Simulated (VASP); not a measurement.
# LiH (Fm-3m) in VASP: notebook

The runs below take LiH through single point, with PBEsol, PBE.

Program: VASP 6.6.1. These are calculated values, not measurements. Logs are shortened: lines on timing, memory, paths and dates and some standing lists are left out, and cuts for length are marked.

### Step 1. The cell of the first run

The structure is cubic, space group Fm-3m (No. 225). The conventional cell has a = 4.153 Å, b = 4.153 Å, c = 4.153 Å, α = 90.00°, β = 90.00°, γ = 90.00°. Within 2.7 Å of Li (site symmetry m-3m) lie 6 H at 2.08 Å. Within 2.7 Å of H (site symmetry m-3m) lie 6 Li at 2.08 Å.

### Step 2. Single point, PBEsol (volume scaled by 1.06)

Input file INCAR:

```
SYSTEM = LiH
PREC     = Accurate       ! precision mode
ENCUT    = 750            ! plane-wave cutoff, eV
EDIFF    = 1E-6           ! SCF threshold, eV
ISMEAR   = -1             ! smearing method
SIGMA    = 0.05           ! smearing width, eV
LREAL    = .FALSE.        ! projectors in reciprocal space
LASPH    = .TRUE.         ! aspherical terms in the spheres
NELM     = 120            ! most SCF steps
ALGO     = Normal         ! electronic algorithm
ISIF     = 2              ! what is computed and relaxed
LWAVE    = .FALSE.        ! write WAVECAR
LCHARG   = .TRUE.         ! write CHGCAR
GGA      = PS             ! functional
LELF     = .TRUE.         ! ELF
LVHAR    = .TRUE.       
NBANDS   = 9              ! bands
GGA_COMPAT= .FALSE.
```

Input file KPOINTS:

```
Automatic mesh
0
G
  11 11 11
  0 0 0
```

Input file POSCAR:

```
LiH
1.0
    0.0000000000      2.0766964161      2.0766964161
    2.0766964161      0.0000000000      2.0766964161
    2.0766964161      2.0766964161      0.0000000000
Li H
1 1
Direct
    0.0000000000      0.0000000000      0.0000000000
    0.5000000000      0.5000000000      0.5000000000
```

Potentials or basis: VASP PAW PBE potentials, release 64 (Li_sv, H).

Command:

```sh
cat potpaw_PBE.64/Li_sv/POTCAR potpaw_PBE.64/H/POTCAR > POTCAR
mpirun -np 1 vasp_std > vasp.out
```

OUTCAR:

```text
SYSTEM = LiH
   PREC = Accurate
   ENCUT = 750
   EDIFF = 1E-6
   ISMEAR = -1
   LREAL = .FALSE.
   LASPH = .TRUE.
   NELM = 120
   ISIF = 2
   GGA = PS

 ion  position               nearest neighbor table
   1  0.000  0.000  0.000-
   2  0.500  0.500  0.500-

  LATTYP: Found a face centered cubic cell.
 ALAT       =     4.1533928322

  Lattice vectors:

 A1 = (   0.0000000000,   2.0766964161,   2.0766964161)
 A2 = (   2.0766964161,   0.0000000000,   2.0766964161)
 A3 = (   2.0766964161,   2.0766964161,   0.0000000000)

Analysis of symmetry for initial positions (statically):
=====================================================================
 Subroutine PRICEL returns:
 Original cell was already a primitive cell.

 Routine SETGRP: Setting up the symmetry group for a
 face centered cubic supercell.

 Subroutine GETGRP returns: Found 48 space group operations
 (whereof 48 operations were pure point group operations)
 out of a pool of 48 trial point group operations.

The static configuration has the point symmetry O_h .

Analysis of symmetry for dynamics (positions and initial velocities):
=====================================================================
 Subroutine PRICEL returns:
 Original cell was already a primitive cell.

 Routine SETGRP: Setting up the symmetry group for a
 face centered cubic supercell.

 Subroutine GETGRP returns: Found 48 space group operations
 (whereof 48 operations were pure point group operations)
 out of a pool of 48 trial point group operations.

The dynamic configuration has the point symmetry O_h .

 Subroutine INISYM returns: Found 48 space group operations
 (whereof 48 operations are pure point group operations),
 and found     1 'primitive' translations

----------------------------------------------------------------------------------------

                                     Primitive cell

  volume of cell :      17.9122

  direct lattice vectors                    reciprocal lattice vectors
     0.000000000  2.076696416  2.076696416    -0.240767016  0.240767016  0.240767016
     2.076696416  0.000000000  2.076696416     0.240767016 -0.240767016  0.240767016
     2.076696416  2.076696416  0.000000000     0.240767016  0.240767016 -0.240767016

  length of vectors
     2.936892237  2.936892237  2.936892237     0.417020705  0.417020705  0.417020705

  position of ions in fractional coordinates (direct lattice)
     0.000000000  0.000000000  0.000000000
     0.500000000  0.500000000  0.500000000

  ion indices of the primitive-cell ions
   primitive index   ion index
                 1           1
                 2           2

----------------------------------------------------------------------------------------

 KPOINTS: Automatic mesh

Automatic generation of k-mesh.
 Grid dimensions read from file:
 generate k-points for:   11   11   11

 Generating k-lattice:

  Cartesian coordinates                     Fractional coordinates (reciprocal lattice)
    -0.021887911  0.021887911  0.021887911     0.090909091  0.000000000  0.000000000
     0.021887911 -0.021887911  0.021887911     0.000000000  0.090909091  0.000000000
     0.021887911  0.021887911 -0.021887911     0.000000000  0.000000000  0.090909091

  Length of vectors
     0.037910973  0.037910973  0.037910973

  Shift w.r.t. Gamma in fractional coordinates (k-lattice)
     0.000000000  0.000000000  0.000000000

 Subroutine IBZKPT returns following result:
 ===========================================

 Found     56 irreducible k-points:

 Following reciprocal coordinates:
            Coordinates               Weight
  0.000000  0.000000  0.000000      1.000000
  0.090909  0.000000  0.000000      8.000000
  0.181818  0.000000  0.000000      8.000000
  0.272727  0.000000  0.000000      8.000000
  0.363636  0.000000  0.000000      8.000000
  0.454545  0.000000  0.000000      8.000000
[... 16 lines left out ...]
 -0.272727  0.181818  0.000000     24.000000
 -0.181818  0.181818  0.000000     12.000000
 [... further k-points ...]
   k-points           NKPTS =     56   k-points in BZ     NKDIM =     56   number of bands    NBANDS=      9
   number of dos      NEDOS =    301   number of ions     NIONS =      2
   total plane-waves  NPLWV =  21952
   dimension x,y,z NGX =    28 NGY =   28 NGZ =   28
   dimension x,y,z NGXF=    56 NGYF=   56 NGZF=   56
   ions per type =               1   1
   NGX,Y,Z   is equivalent  to a cutoff of  15.85, 15.85, 15.85 a.u.
   NGXF,Y,Z  is equivalent  to a cutoff of  31.70, 31.70, 31.70 a.u.
 SYSTEM =  LiH
   PREC   = accura    normal or accurate (medium, high low for compatibility)
   ISTART =      0    job   : 0-new  1-cont  2-samecut
   ICHARG =      2    charge: 1-file 2-atom 10-const
   ISPIN  =      1    spin polarized calculation?
   LNONCOLLINEAR =      F non collinear calculations
   LSORBIT =      F    spin-orbit coupling
   LASPH  =      T    aspherical Exc in radial PAW
   ENCUT  =  750.0 eV  55.12 Ry    7.42 a.u.   6.56  6.56  6.56*2*pi/ulx,y,z
   NELM   =    120;   NELMIN=  2; NELMDL= -5     # of ELM steps
   EDIFF  = 0.1E-05   stopping-criterion for ELM
   LREAL  =      F    real-space projection
   EDIFFG = 0.1E-04   stopping-criterion for IOM
   NSW    =      0    number of steps for IOM
   IBRION =     -1    ionic relax: 0-MD 1-quasi-New 2-CG
   NFREE  =      0    steps in history (QN), initial steepest desc. (CG)
   ISIF   =      2    stress and relaxation
   ISYM   =      2    0-nonsym 1-usesym 2-fastsym
   POTIM  = 0.5000    time-step for ionic-motion
   TEBEG  =    0.0;   TEEND  =   0.0 temperature during run
   PSTRESS=    0.0 pullay stress
   NELECT =       4.0000    total number of electrons
   NUPDOWN=      -1.0000    fix difference up-down
   EMIN   =  10.00;   EMAX   =-10.00  energy-range for DOS
   EFERMI =   0.00;   METHOD = LEGACY
   ISMEAR =    -1;   SIGMA  =   0.05  broadening in eV -4-tet -1-fermi 0-gaus
   EFERMI_NEDOS =   21; number of points for ismear=-14 and -15
   IALGO  =     38    algorithm
   IMIX   =      4    mixing-type and parameters
     AMIX     =   0.40;   BMIX     =  1.00
     AMIX_MAG =   1.60;   BMIX_MAG =  1.00
  volume/ion in A,a.u.               =       8.96        60.44
  Fermi-wavevector in a.u.,A,eV,Ry     =   0.993219  1.876912 13.421937  0.986485
  Thomas-Fermi vector in A             =   2.125086
   LORBIT       =      0    0 simple, 1 ext, 2 COOP (PROOUT), +10 PAW based schemes
   GGA     = PS    functional components
   LHFCALC =     F    Hartree Fock is set to
   AEXX    =    0.0000 exact exchange contribution
   IVDW    =     0    specifies the selected vdW correction
   LEPSILON=     F    determine dielectric tensor
   LRPA    =     F    only Hartree local field effects (RPA)
 non-spin polarized calculation
  energy-cutoff  :      750.00
  volume of cell :       17.91
 maximum number of plane-waves:       869
   NGX = 13   NGY = 13   NGZ = 13

 number of electron       4.0000000 magnetization

 Free energy of the ion-electron system (eV)
  ---------------------------------------------------
  ext. energy  EPLUGINS =         0.00000000
  ---------------------------------------------------
  free energy    TOTEN  =        -6.09366952 eV

  energy without entropy =       -6.09366952  energy(sigma->0) =       -6.09366952

 E-fermi :   0.7672     XC(G=0):  -8.2744

 val. band max:       -0.3573032778   @ k =  -0.4545   0.4545   0.0000
 cond. band min:       2.6483380149   @ k =  -0.4545   0.4545   0.0000
 fundamental gap:      3.0056412927
 Fermi energy:         0.7672335942

 k-point     1 :       0.0000    0.0000    0.0000
  band No.  band energies     occupation
      1     -44.1205      2.00000
      2      -5.4737      2.00000
      3      14.4444      0.00000
      4      16.3820      0.00000
      5      16.3820      0.00000
      6      16.3820      0.00000
      7      20.7816      0.00000
      8      20.7816      0.00000
      9      20.7816      0.00000

 k-point     2 :       0.0909    0.0000    0.0000
  band No.  band energies     occupation
      1     -44.1179      2.00000
      2      -5.3317      2.00000
      3      13.3915      0.00000
      4      15.4995      0.00000
      5      16.0735      0.00000
      6      16.0735      0.00000
      7      20.2188      0.00000
      8      21.4395      0.00000
      9      21.4395      0.00000

 k-point     3 :       0.1818    0.0000    0.0000
  band No.  band energies     occupation
      1     -44.1108      2.00000
      2      -4.9135      2.00000
      3      10.7721      0.00000
      4      14.3605      0.00000
      5      15.5311      0.00000
      6      15.5311      0.00000
      7      20.7892      0.00000
      8      21.7210      0.00000
      9      21.7210      0.00000

 k-point     4 :       0.2727    0.0000    0.0000
  band No.  band energies     occupation
      1     -44.1017      2.00000
      2      -4.2552      2.00000
      3       8.0131      0.00000
      4      13.4309      0.00000
      5      15.1429      0.00000
      6      15.1429      0.00000
      7      19.9616      0.00000
      8      19.9616      0.00000
      9      21.9657      0.00000

 k-point     5 :       0.3636    0.0000    0.0000
  band No.  band energies     occupation
      1     -44.0932      2.00000
      2      -3.4626      2.00000
      3       5.7267      0.00000
      4      12.7574      0.00000
      5      15.0076      0.00000
      6      15.0076      0.00000
      7      18.5148      0.00000
      8      18.5148      0.00000
      9      23.4334      0.00000

 k-point     6 :       0.4545    0.0000    0.0000
  band No.  band energies     occupation
      1     -44.0882      2.00000
      2      -2.8277      2.00000
      3       4.3268      0.00000
      4      12.4053      0.00000
      5      15.0467      0.00000
      6      15.0467      0.00000
      7      17.6690      0.00000
      8      17.6690      0.00000
      9      24.7142      0.00000
[... 169 lines left out ...]
 k-point    21 :      -0.4545    0.1818    0.0000
  band No.  band energies     occupation
      1     -44.0837      2.00000
      2      -2.1272      2.00000
      3       4.2997      0.00000
      4       8.9227      0.00000
      5      12.6213      0.00000
      6      14.4019      0.00000
      7      21.4010      0.00000
      8      22.0827      0.00000
      9      24.9454      0.00000

 k-point    22 :      -0.3636    0.1818    0.0000
  band No.  band energies     occupation
      1     -44.0854      2.00000
      2      -2.4247      2.00000
      3       4.8879      0.00000
      4       8.7029      0.00000
      5      13.4940      0.00000
      6      14.2569      0.00000
      7      20.6730      0.00000
      8      22.9899      0.00000
      9      24.8583      0.00000

 k-point    23 :      -0.2727    0.1818    0.0000
  band No.  band energies     occupation
      1     -44.0909      2.00000
      2      -3.2086      2.00000
      3       6.7122      0.00000
      4       8.8125      0.00000
      5      14.3787      0.00000
      6      14.7194      0.00000
      7      20.2294      0.00000
      8      22.8646      0.00000
      9      24.0534      0.00000

 k-point    24 :      -0.1818    0.1818    0.0000
  band No.  band energies     occupation
      1     -44.0986      2.00000
      2      -3.9987      2.00000
      3       9.1270      0.00000
      4       9.3510      0.00000
      5      14.6937      0.00000
      6      16.1161      0.00000
      7      19.8335      0.00000
      8      21.5215      0.00000
      9      23.0840      0.00000

 [... further k-points ...]

------------------------ aborting loop because EDIFF is reached ----------------------------------------

  FORCE on cell =-STRESS in cart. coord.  units (eV):
  Direction    XX          YY          ZZ          XY          YZ          ZX
  --------------------------------------------------------------------------------------
  -------------------------------------------------------------------------------------
  Total       -0.4384191     -0.4384191     -0.4384191     -0.0000000      0.0000000     -0.0000000
  in kB      -39.2148939    -39.2148939    -39.2148939     -0.0000000      0.0000000     -0.0000000
  external PRESSURE =     -39.2148939 kB  Pullay stress =       0.0000000 kB

 VOLUME and BASIS-vectors are now :
 -----------------------------------------------------------------------------
  energy-cutoff  :      750.00
  volume of cell :       17.91
      direct lattice vectors                 reciprocal lattice vectors
     0.000000000  2.076696416  2.076696416    -0.240767016  0.240767016  0.240767016
     2.076696416  0.000000000  2.076696416     0.240767016 -0.240767016  0.240767016
     2.076696416  2.076696416  0.000000000     0.240767016  0.240767016 -0.240767016

 POSITION                                       TOTAL-FORCE (eV/Angst)
 -----------------------------------------------------------------------------------
      0.00000      0.00000      0.00000        -0.000000      0.000000      0.000000
      2.07670      2.07670      2.07670         0.000000      0.000000     -0.000000
 -----------------------------------------------------------------------------------
    total drift:                                0.000000      0.000000      0.000000

  FREE ENERGIE OF THE ION-ELECTRON SYSTEM (eV)
  ---------------------------------------------------
  free  energy   TOTEN  =        -6.0936695216 eV

  energy  without entropy=       -6.0936695216  energy(sigma->0) =       -6.09366952
```

Run time: 11 s. Hardware: 1 thread of Intel Xeon 6975P-C (Granite Rapids), shared host; peak memory 0.15 GiB.

Results:

```
Free energy            : -6.0937 eV
Pressure               : -3.9 GPa
Band gap on the k mesh : 3.01 eV, direct
```

Caveat: the cell differs from its parent crystal (volume scaled by 1.06); the PAW data sets were made with another functional, which shifts forces and pressure a little. A k mesh can miss the band edges.

### Step 3. Single point, PBE

This run uses another cell than the first one, of 8.45 Å³/atom, 0.943 times its volume.

Input file INCAR:

```
SYSTEM = LiH
ALGO = Normal
EDIFF = 1E-7
ENCUT = 520
GGA = PE
ISIF = 2
ISMEAR = -1
LASPH = .TRUE.
LCHARG = .TRUE.
LELF = .TRUE.
LREAL = .FALSE.
LVHAR = .TRUE.
LWAVE = .FALSE.
NBANDS = 9
NELM = 60
PREC = Accurate
SIGMA = 0.05
```

Input file KPOINTS:

```
k-points
0
G
  8 8 8
  0 0 0
```

Input file POSCAR:

```
LiH
1.0
    0.0000000000      2.0367500000      2.0367500000
    2.0367500000      0.0000000000      2.0367500000
    2.0367500000      2.0367500000      0.0000000000
Li H
1 1
Direct
    0.0000000000      0.0000000000      0.0000000000
    0.5000000000      0.5000000000      0.5000000000
```

Potentials or basis: VASP PAW PBE potentials, release 64 (Li_sv, H).

Command:

```sh
cat potpaw_PBE.64/Li_sv/POTCAR potpaw_PBE.64/H/POTCAR > POTCAR
mpirun -np 1 vasp_std > vasp.out
```

It took 17 s on 1 thread of AMD EPYC 7R13, shared host; peak memory 0.1 GiB.

The run converged. Its results:

```
Free energy            : -6.1227 eV
Band gap on the k mesh : 3.01 eV, direct
```

Levels at points of the mesh, in eV from the valence-band top:
```tsv
k point	band 1	band 2	band 3	band 4	band 5
(0.00, 0.00, 0.00)	-44.34	-5.25	15.47	17.40	17.40
(0.50, 0.00, 0.00)	-44.30	-2.49	4.81	13.25	16.07
(0.50, 0.50, 0.00)	-44.29	0.00	3.01	10.58	10.58
```

Caveat: the cutoff is under 1.25 times the usual one of these potentials, so pressure, stress and relaxed cells hold a basis-set (Pulay) error.
